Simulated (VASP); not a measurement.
AlAs4:

```
Al As
1.0
    -3.61327    3.61327    4.06450
     3.61327   -3.61327    4.06450
     3.61327    3.61327   -4.06450
Al As
2 8
Direct
  0.50000 0.00000 0.50000
  0.00000 0.50000 0.50000
  0.15335 0.15335 0.30670
  0.84665 0.84665 0.69330
  0.15335 0.84665 0.00000
  0.84665 0.15335 0.00000
  0.50000 0.50000 0.50000
  0.00000 0.00000 0.50000
  0.50000 0.00000 0.00000
  0.00000 0.50000 0.00000
```

The cell was built from a structure type or drawn by symmetry, and may not be a known phase.

```yaml
Program: VASP 6.6.1
Task: relaxation of cell and atoms
Functional: PBE
Potentials_or_basis: VASP PAW PBE potentials, release 64 (Al, As)
Cutoff: 600 eV
k_mesh: 3 × 3 × 3
Occupations: gaussian, width 0.2 eV
Spin: no spin polarisation
```

At the start: pressure 26.0 GPa; volume 21.23 Å³/atom.

Q: Where does the relaxation end?

A: Over 20 steps the energy falls by 707.9 meV/atom and the volume is 24.52 Å³/atom (+15.5 %); space group I4/mmm (No. 139, to 0.1 Å) before and after.

The path:
```tsv
step	energy change (eV)	largest force (eV/Å)	pressure (GPa)	volume (Å³)
1	0.0000	3.3021	26.02	212.26
2	-4.2994	0.0530	-5.84	335.94
3	-5.3805	0.4651	-0.62	283.81
4	-5.3814	0.4380	-0.91	285.69
5	-5.5931	0.6360	-1.01	281.29
6	-6.0594	1.4117	-0.72	267.19
7	-5.6383	2.6257	5.03	235.54
8	-6.0613	1.8043	-0.07	260.34
9	-6.1744	1.6890	-0.12	258.55
10	-6.4674	1.3518	0.04	253.12
11	-6.8206	0.9542	1.32	241.97
12	-5.5983	0.0705	9.33	218.69
13	-6.7695	1.0252	1.94	239.56
14	-6.9360	0.6732	0.69	243.64
15	-7.0192	0.2912	-0.76	249.42
16	-7.0197	0.2722	-0.84	249.78
17	-7.0375	0.2313	-0.41	247.67
18	-7.0505	0.1661	0.42	243.80
19	-7.0611	0.1228	0.28	244.16
20	-7.0788	0.0160	-0.13	245.22
```

Final structure:
```cif
data_structure
_symmetry_space_group_name_H-M 'P 1'
_symmetry_Int_Tables_number 1
_cell_length_a 7.1648
_cell_length_b 7.1648
_cell_length_c 7.1648
_cell_angle_alpha 123.425
_cell_angle_beta 123.425
_cell_angle_gamma 84.163
_cell_volume 245.22
loop_
_atom_site_label
_atom_site_type_symbol
_atom_site_fract_x
_atom_site_fract_y
_atom_site_fract_z
_atom_site_occupancy
Al1 Al 0.50000 0.00000 0.50000 1
Al2 Al 0.00000 0.50000 0.50000 1
As1 As 0.21010 0.21010 0.42020 1
As2 As 0.78990 0.78990 0.57980 1
As3 As 0.21010 0.78990 0.00000 1
As4 As 0.78990 0.21010 0.00000 1
As5 As 0.50000 0.50000 0.50000 1
As6 As 0.00000 0.00000 0.50000 1
As7 As 0.50000 0.00000 0.00000 1
As8 As 0.00000 0.50000 0.00000 1
```

Caveat: the k points lie up to 0.37 Å⁻¹ apart in the final cell, too coarse for converged energies and pressures of a metal; the volume moved by over 15 % at a fixed basis, so the end points are rough.
